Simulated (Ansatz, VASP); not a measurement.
Two plane-wave programs on InGaO

```
CELL_PARAMETERS angstrom
3.38488 0.00000 0.00000
-1.69244 2.93139 0.00000
0.00000 0.00000 11.89416
ATOMIC_POSITIONS crystal
In 0.00000 0.00000 0.00000
In 0.00000 0.00000 0.50000
Ga 0.33333 0.66667 0.75000
Ga 0.66667 0.33333 0.25000
O 0.33333 0.66667 0.25000
O 0.66667 0.33333 0.75000
```

Change from the starting cell: species swapped into the DyCuSi type (P6_3/mmc, No. 194).

Alike in both runs: functional PBE; k mesh 12 × 12 × 6; occupations gaussian, width 0.1 eV; no spin polarisation.

Ansatz relaxed the structure, and its values are those at the end. VASP's run is a single point on that final structure, the one shown.

|  | VASP | Ansatz |
| --- | --- | --- |
| version | VASP 6.6.1 | Ansatz 0.2.0 |
| potentials or method | VASP PAW PBE potentials, release 64 (In_d, Ga_d, O), cutoff 520 eV | scalar-relativistic, plane waves, PAW |
| valence electrons in the cell | 64 | 64 |

|  | VASP | Ansatz | Ansatz less VASP |
| --- | --- | --- | --- |
| gap on the k mesh at the Fermi level (eV) | none | none | - |
| pressure (GPa) | 0.2 | 0.0 | -0.18 |

A gap of «none» marks a metal or a gap that the smearing closes. With one functional, cell and mesh, what is left measures potentials, basis and numerics.
